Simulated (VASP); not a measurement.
# Co (I4_1/amd) in VASP: single point with PBEsol

Aim: the single point of Co with PBEsol.

All numbers are computed with VASP 6.6.1; they aren't measurements. Logs are shortened: lines on timing, memory, paths and dates and some standing lists are left out, and cuts for length are marked.

### Step 1. The cell of the first run

Symmetry: I4_1/amd, No. 141, tetragonal system. Conventional cell: a = 4.211 Å, b = 4.211 Å, c = 2.266 Å, α = 90.00°, β = 90.00°, γ = 90.00°. Co (site symmetry -4m2) has 10 Co at 2.18 to 2.71 Å within 2.9 Å.

### Step 2. Single point, PBEsol, collinear spin, ferromagnetic start

INCAR

```
SYSTEM = Co
PREC = Accurate
ENCUT = 520
EDIFF = 1E-6
ISMEAR = -1
SIGMA = 0.08
LREAL = .False.
LASPH = .True.
NELM = 150
ALGO = Normal
ISIF = 2
LWAVE = .False.
LCHARG = .False.
ISPIN = 2
MAGMOM = 1.7 1.7
LORBIT = 11
LMAXMIX = 4
GGA = PS
NBANDS = 20
```

KPOINTS

```
regular mesh
0
Gamma
  19 19 19
  0 0 0
```

POSCAR

```
Co
1.0
   -2.1053213522      2.1053213522      1.1331459589
    2.1053213522     -2.1053213522      1.1331459589
    2.1053213522      2.1053213522     -1.1331459589
Co
2
Direct
   -0.3750000000     -0.1250000000     -0.2500000000
    0.3750000000      0.1250000000      0.2500000000
```

Potentials or basis: VASP PAW PBE potentials, release 64 (Co).

Started as:

```console
> cat potpaw_PBE.64/Co/POTCAR > POTCAR
> mpirun -np 1 vasp_std > vasp.out
```

OUTCAR:

```text
SYSTEM = Co
   PREC = Accurate
   ENCUT = 520
   EDIFF = 1E-6
   ISMEAR = -1
   LREAL = .False.
   LASPH = .True.
   NELM = 150
   ISIF = 2
   ISPIN = 2
   LORBIT = 11
   GGA = PS

 ion  position               nearest neighbor table
   1  0.625  0.875  0.750-   2 2.18   2 2.18   2 2.18   2 2.18   2 2.71   2 2.71   2 2.71   2 2.71

   2  0.375  0.125  0.250-   1 2.18   1 2.18   1 2.18   1 2.18   1 2.71   1 2.71   1 2.71   1 2.71

  LATTYP: Found a body centered tetragonal cell.
 ALAT       =     4.2106427044
 C/A-ratio  =     0.5382294526

  Lattice vectors:

 A1 = (  -2.1053213522,   2.1053213522,   1.1331459589)
 A2 = (   2.1053213522,  -2.1053213522,   1.1331459589)
 A3 = (   2.1053213522,   2.1053213522,  -1.1331459589)

Analysis of symmetry for initial positions (statically):
=====================================================================
 Subroutine PRICEL returns:
 Original cell was already a primitive cell.

 Routine SETGRP: Setting up the symmetry group for a
 body centered tetragonal supercell.

 Subroutine GETGRP returns: Found 16 space group operations
 (whereof  4 operations were pure point group operations)
 out of a pool of 16 trial point group operations.

The static configuration has the point symmetry C_2h.
 The point group associated with its full space group is D_4h.

Analysis of symmetry for dynamics (positions and initial velocities):
=====================================================================
 Subroutine PRICEL returns:
 Original cell was already a primitive cell.

 Routine SETGRP: Setting up the symmetry group for a
 body centered tetragonal supercell.

 Subroutine GETGRP returns: Found 16 space group operations
 (whereof  4 operations were pure point group operations)
 out of a pool of 16 trial point group operations.

The dynamic configuration has the point symmetry C_2h.
 The point group associated with its full space group is D_4h.

Analysis of structural, dynamic, and magnetic symmetry:
=====================================================================
 Subroutine PRICEL returns:
 Original cell was already a primitive cell.

 Routine SETGRP: Setting up the symmetry group for a
 body centered tetragonal supercell.

 Subroutine GETGRP returns: Found 16 space group operations
 (whereof  4 operations were pure point group operations)
 out of a pool of 16 trial point group operations.

The overall configuration has the point symmetry C_2h.
 The point group associated with its full space group is D_4h.

 Subroutine INISYM returns: Found 16 space group operations
 (whereof  4 operations are pure point group operations),
 and found     1 'primitive' translations

----------------------------------------------------------------------------------------

                                     Primitive cell

  volume of cell :      20.0901

  direct lattice vectors                    reciprocal lattice vectors
    -2.105321352  2.105321352  1.133145959     0.000000000  0.237493435  0.441249423
     2.105321352 -2.105321352  1.133145959     0.237493435  0.000000000  0.441249423
     2.105321352  2.105321352 -1.133145959     0.237493435  0.237493435  0.000000000

  length of vectors
     3.185714324  3.185714324  3.185714324     0.501102968  0.501102968  0.335866437

  position of ions in fractional coordinates (direct lattice)
     0.625000000  0.875000000  0.750000000
     0.375000000  0.125000000  0.250000000

  ion indices of the primitive-cell ions
   primitive index   ion index
                 1           1
                 2           2

----------------------------------------------------------------------------------------

 KPOINTS: regular mesh

Automatic generation of k-mesh.
 Grid dimensions read from file:
 generate k-points for:   19   19   19

 Generating k-lattice:

  Cartesian coordinates                     Fractional coordinates (reciprocal lattice)
     0.000000000  0.012499654  0.023223654     0.052631579  0.000000000  0.000000000
     0.012499654  0.000000000  0.023223654     0.000000000  0.052631579  0.000000000
     0.012499654  0.012499654  0.000000000     0.000000000  0.000000000  0.052631579

  Length of vectors
     0.026373840  0.026373840  0.017677181

  Shift w.r.t. Gamma in fractional coordinates (k-lattice)
     0.000000000  0.000000000  0.000000000

 Subroutine IBZKPT returns following result:
 ===========================================

 Found    550 irreducible k-points:

 Following reciprocal coordinates:
            Coordinates               Weight
  0.000000  0.000000  0.000000      1.000000
  0.052632 -0.000000  0.000000      8.000000
  0.105263 -0.000000  0.000000      8.000000
  0.157895  0.000000  0.000000      8.000000
  0.210526  0.000000  0.000000      8.000000
  0.263158  0.000000  0.000000      8.000000
[... 16 lines left out ...]
 -0.315789  0.052632  0.000000     16.000000
 -0.263158  0.052632  0.000000     16.000000
 [... further k-points ...]
   k-points           NKPTS =    550   k-points in BZ     NKDIM =    550   number of bands    NBANDS=     20
   number of dos      NEDOS =    301   number of ions     NIONS =      2
   total plane-waves  NPLWV =  13824
   dimension x,y,z NGX =    24 NGY =   24 NGZ =   24
   dimension x,y,z NGXF=    48 NGYF=   48 NGZF=   48
   ions per type =               2
   NGX,Y,Z   is equivalent  to a cutoff of  12.52, 12.52, 12.52 a.u.
   NGXF,Y,Z  is equivalent  to a cutoff of  25.05, 25.05, 25.05 a.u.
 SYSTEM =  Co
   PREC   = accura    normal or accurate (medium, high low for compatibility)
   ISTART =      0    job   : 0-new  1-cont  2-samecut
   ICHARG =      2    charge: 1-file 2-atom 10-const
   ISPIN  =      2    spin polarized calculation?
   LNONCOLLINEAR =      F non collinear calculations
   LSORBIT =      F    spin-orbit coupling
   LASPH  =      T    aspherical Exc in radial PAW
   ENCUT  =  520.0 eV  38.22 Ry    6.18 a.u.   5.92  5.92  5.92*2*pi/ulx,y,z
   NELM   =    150;   NELMIN=  2; NELMDL= -5     # of ELM steps
   EDIFF  = 0.1E-05   stopping-criterion for ELM
   LREAL  =      F    real-space projection
   EDIFFG = 0.1E-04   stopping-criterion for IOM
   NSW    =      0    number of steps for IOM
   IBRION =     -1    ionic relax: 0-MD 1-quasi-New 2-CG
   NFREE  =      0    steps in history (QN), initial steepest desc. (CG)
   ISIF   =      2    stress and relaxation
   ISYM   =      2    0-nonsym 1-usesym 2-fastsym
   POTIM  = 0.5000    time-step for ionic-motion
   TEBEG  =    0.0;   TEEND  =   0.0 temperature during run
   PSTRESS=    0.0 pullay stress
   NELECT =      18.0000    total number of electrons
   NUPDOWN=      -1.0000    fix difference up-down
   EMIN   =  10.00;   EMAX   =-10.00  energy-range for DOS
   EFERMI =   0.00;   METHOD = LEGACY
   ISMEAR =    -1;   SIGMA  =   0.08  broadening in eV -4-tet -1-fermi 0-gaus
   EFERMI_NEDOS =   21; number of points for ismear=-14 and -15
   IALGO  =     38    algorithm
   IMIX   =      4    mixing-type and parameters
     AMIX     =   0.40;   BMIX     =  1.00
     AMIX_MAG =   1.60;   BMIX_MAG =  1.00
  volume/ion in A,a.u.               =      10.05        67.79
  Fermi-wavevector in a.u.,A,eV,Ry     =   1.578234  2.982430 33.889708  2.490823
  Thomas-Fermi vector in A             =   2.678796
   LORBIT       =     11    0 simple, 1 ext, 2 COOP (PROOUT), +10 PAW based schemes
   GGA     = PS    functional components
   LHFCALC =     F    Hartree Fock is set to
   AEXX    =    0.0000 exact exchange contribution
   IVDW    =     0    specifies the selected vdW correction
   LEPSILON=     F    determine dielectric tensor
   LRPA    =     F    only Hartree local field effects (RPA)
 spin polarized calculation
  energy-cutoff  :      520.00
  volume of cell :       20.09
 maximum number of plane-waves:       554
   NGX = 11   NGY = 11   NGZ = 11

 number of electron      17.9999990 magnetization       2.9589343

 Free energy of the ion-electron system (eV)
  ---------------------------------------------------
  ext. energy  EPLUGINS =         0.00000000
  ---------------------------------------------------
  free energy    TOTEN  =       -14.06043111 eV

  energy without entropy =      -13.99155908  energy(sigma->0) =      -14.02599509

 E-fermi :  11.5058     XC(G=0): -13.9787

 val. band max:       11.5048269855   @ k =  -0.3158  -0.4737   0.2105
 cond. band min:      11.5066579286   @ k =  -0.4737   0.4737   0.2632
 fundamental gap:      0.0018309430
 Fermi energy:        11.5058405855

 spin component 1

 k-point     1 :       0.0000    0.0000    0.0000
  band No.  band energies     occupation
      1       1.8360      1.00000
      2       5.4089      1.00000
      3       6.8206      1.00000
      4       7.2056      1.00000
      5       7.6752      1.00000
      6      10.0009      1.00000
[... 12 lines left out ...]
     19      39.6049      0.00000
     20      39.6050      0.00000
[... 507 lines left out ...]
 k-point    24 :      -0.2632    0.0526    0.0000
  band No.  band energies     occupation
      1       3.7813      1.00000
      2       6.1559      1.00000
      3       7.0848      1.00000
      4       7.7573      1.00000
      5       8.2889      1.00000
      6       8.6340      1.00000
[... 12 lines left out ...]
     19      34.2258      0.00000
     20      37.1814      0.00000

 [... further k-points ...]

 spin component 2

 k-point     1 :       0.0000    0.0000    0.0000
  band No.  band energies     occupation
      1       2.0123      1.00000
      2       6.5480      1.00000
      3       7.9283      1.00000
      4       8.3660      1.00000
      5       8.9543      1.00000
      6      11.6503      0.14110
[... 12 lines left out ...]
     19      39.8463      0.00000
     20      39.8463      0.00000
[... 507 lines left out ...]
 k-point    24 :      -0.2632    0.0526    0.0000
  band No.  band energies     occupation
      1       3.9860      1.00000
      2       7.3257      1.00000
      3       8.2222      1.00000
      4       8.9536      1.00000
      5       9.6042      1.00000
      6      10.0563      1.00000
[... 12 lines left out ...]
     19      34.7095      0.00000
     20      37.5204      0.00000

 [... further k-points ...]

------------------------ aborting loop because EDIFF is reached ----------------------------------------

  FORCE on cell =-STRESS in cart. coord.  units (eV):
  Direction    XX          YY          ZZ          XY          YZ          ZX
  --------------------------------------------------------------------------------------
  -------------------------------------------------------------------------------------
  Total        4.0260872      4.0260872      4.0887701      0.0000000     -0.0000000      0.0000000
  in kB      321.0784223    321.0784223    326.0773550      0.0000000     -0.0000000      0.0000000
  external PRESSURE =     322.7447332 kB  Pullay stress =       0.0000000 kB

 VOLUME and BASIS-vectors are now :
 -----------------------------------------------------------------------------
  energy-cutoff  :      520.00
  volume of cell :       20.09
      direct lattice vectors                 reciprocal lattice vectors
    -2.105321352  2.105321352  1.133145959     0.000000000  0.237493435  0.441249423
     2.105321352 -2.105321352  1.133145959     0.237493435  0.000000000  0.441249423
     2.105321352  2.105321352 -1.133145959     0.237493435  0.237493435  0.000000000

 POSITION                                       TOTAL-FORCE (eV/Angst)
 -----------------------------------------------------------------------------------
      2.10532      1.05266      0.84986         0.000000     -0.000000     -0.000000
      0.00000      1.05266      0.28329        -0.000000      0.000000      0.000000
 -----------------------------------------------------------------------------------
    total drift:                               -0.000000      0.000000      0.000000

  FREE ENERGIE OF THE ION-ELECTRON SYSTEM (eV)
  ---------------------------------------------------
  free  energy   TOTEN  =       -14.0604311103 eV

  energy  without entropy=      -13.9915590797  energy(sigma->0) =      -14.02599509

 total charge

# of ion       s       p       d       tot
------------------------------------------
    1        0.561   0.592   7.414   8.568
    2        0.561   0.592   7.414   8.568
--------------------------------------------------
tot          1.123   1.184  14.829  17.136

 magnetization (x)

# of ion       s       p       d       tot
------------------------------------------
    1       -0.003  -0.013   1.481   1.465
    2       -0.003  -0.013   1.481   1.465
--------------------------------------------------
tot         -0.006  -0.026   2.962   2.930
```

It took 4.9 min on 1 thread of Intel Xeon Platinum 8259CL at 2.50GHz (Skylake/Cascade Lake), shared host; peak memory 0.4 GiB.

What came out:

```
Free energy                                           : -14.0604 eV
Pressure                                              : 32.3 GPa
Net moment                                            : 2.96 μB per cell
Site moments                                          : Co +1.47 μB
Valence electrons inside the program's atomic spheres : Co 8.57
```

Levels at points of the mesh, in eV from the Fermi level:
Spin up:
| k point | band 7 | band 8 | band 9 | band 10 | band 11 | band 12 | band 13 | band 14 |
| --- | --- | --- | --- | --- | --- | --- | --- | --- |
| (0.00, 0.00, 0.00) | -1.50 | -1.47 | -1.47 | -0.49 | 0.49 | 6.67 | 6.67 | 13.41 |
Spin down:
| k point | band 4 | band 5 | band 6 | band 7 | band 8 | band 9 | band 10 | band 11 |
| --- | --- | --- | --- | --- | --- | --- | --- | --- |
| (0.00, 0.00, 0.00) | -3.14 | -2.55 | 0.14 | 0.14 | 0.19 | 0.19 | 1.42 | 1.93 |

Caveat: the cell stands under pressure; the PAW data sets were made with another functional, which shifts forces and pressure a little.
